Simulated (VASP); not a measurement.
Write the native input for VASP 6.6.1 that does the following.

```
Task                   : single point
Functional             : PBE
Potentials or basis    : VASP PAW PBE potentials, release 64 (Cu, O)
Cutoff                 : 520 eV
k mesh                 : 10 × 10 × 10
Occupations            : gaussian, width 0.1 eV
Spin                   : no spin polarisation
Dipole correction      : no
Further INCAR settings : ALGO = Normal; EDIFF = 1e-07; NBANDS = 45
```

The structure of Cu6O lies in POSCAR:

```
Cu6O
1.0
    0.0000000000      3.7301524933      3.7301524933
    3.7301524933      0.0000000000      3.7301524933
    3.7301524933      3.7301524933      0.0000000000
Cu O
6 1
Direct
    0.7324298761      0.2675701239      0.2675701239
    0.2675701239      0.7324298761      0.7324298761
    0.2675701239      0.7324298761      0.2675701239
    0.7324298761      0.2675701239      0.7324298761
    0.2675701239      0.2675701239      0.7324298761
    0.7324298761      0.7324298761      0.2675701239
    0.0000000000      0.0000000000      0.0000000000
```

The cell was built from a structure type or drawn by symmetry, and may not be a known phase.

One way to write it, as run:

INCAR

```
SYSTEM = Cu6O
  ALGO = Normal
  EDIFF = 1E-7
  ENCUT = 520
  GGA = PE
  ISIF = 2
  ISMEAR = 0
  LASPH = .True.
  LCHARG = .False.
  LREAL = .False.
  LWAVE = .False.
  NBANDS = 45
  NELM = 100
  PREC = Accurate
  SIGMA = 0.1
```

KPOINTS

```
k-points
0
Gamma
  10 10 10
  0 0 0
```

Potentials or basis: VASP PAW PBE potentials, release 64 (Cu, O).

Run with:

```bash
$ cat potpaw_PBE.64/Cu/POTCAR potpaw_PBE.64/O/POTCAR > POTCAR
$ mpirun -np 1 vasp_std > vasp.out
```

It gave:

The pressure is 0.4 GPa and the largest force is 0.022 eV/Å. The band gap on the k mesh is zero (bands 36 and 37 overlap by 0.91 eV).

Run time: 5.6 min on 1 thread of Intel Xeon 8259CL (shared host), peak memory 0.34 GiB.
